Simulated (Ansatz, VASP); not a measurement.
This is a calculation of Co for VASP 6.6.1.

INCAR

```
SYSTEM = Co
  ALGO = Normal
  EDIFF = 1E-7
  EDIFFG = -0.01
  ENCUT = 600
  GGA = RP
  IBRION = 2
  ISIF = 3
  ISMEAR = -1
  ISPIN = 2
  LASPH = .True.
  LCHARG = .False.
  LMAXMIX = 4
  LORBIT = 11
  LREAL = .False.
  LWAVE = .False.
  MAGMOM = 2 2
  NELM = 150
  NSW = 60
  PREC = Accurate
  SIGMA = 0.05
```

Contents of KPOINTS:

```
k-points
0
Gamma
  12 12 7
  0 0 0
```

POSCAR

```
Co
1.0
    2.4719999032      0.0000000000      0.0000000000
   -1.2359999516      2.1408147143      0.0000000000
    0.0000000000      0.0000000000      4.0211440800
Co
2
Direct
    0.6666666667      0.3333333333      0.7500000000
    0.3333333333      0.6666666667      0.2500000000
```

Potentials or basis: VASP PAW PBE potentials, release 64 (Co).

Command:

```sh
$ cat potpaw_PBE.64/Co/POTCAR > POTCAR
$ mpirun -np 1 vasp_std > vasp.out
```

Task: Set up the same calculation for Ansatz 0.2.0. Potentials there: Ansatz PAW.

Result: As run (the cutoff follows the program's own potentials):

Contents of input.yaml:

```yaml
crystal:
  lattice:
    - [2.4719999032, 0.0, 0.0]
    - [-1.2359999516, 2.1408147143, 0.0]
    - [0.0, 0.0, 4.02114408]
  atoms:
    - { symbol: Co, position: [0.6666666667, 0.3333333333, 0.75], spin: 2.0 }
    - { symbol: Co, position: [0.3333333333, 0.6666666667, 0.25], spin: 2.0 }
hamiltonian:
  xc: rpbe
  pseudopotentials: { kind: paw }
magnetization:
  spin_polarized: true
kpoints:
  mp_grid: { grid: [12, 12, 7] }
scf:
  occupations: { method: fermi_dirac, width: 0.05 }
output:
  forces: true
  stress: true
relax:
  f_tol: 0.01
  max_steps: 40
  cell: { stress_tol: 0.05 }
```

Potentials or basis: Ansatz PAW.

Run with:

```console
$ ansatz run input.yaml --threads 2 --pin off --max-ram 5632MiB --backend cpu --events-out ev --progress --plain --runs-dir out
```

Both were run:

|  | VASP | Ansatz | Ansatz less VASP |
| --- | --- | --- | --- |
| net moment per atom (μB) | 1.65 | 1.66 | +0.008 |
| size of the moment on the site where the two differ most (μB) | 1.68 | 1.75 | +0.066 |
| relaxed volume (Å³/atom) | 11.17 | 11.19 | +0.023 |
| relaxed cell length with the largest relative difference (Å) | 4.062 | 4.067 | +0.0054 |

VASP's potentials were made for PBE, not for RPBE. Site moments also hang on the region over which each program counts them. VASP's potentials hold 18 valence electrons a cell and Ansatz's 34, so a difference there can come from the potentials and not from the codes.

Noted on Ansatz's run: the plane-wave basis is chosen anew once the cell has moved, so the energies of steps on either side of that aren't comparable.
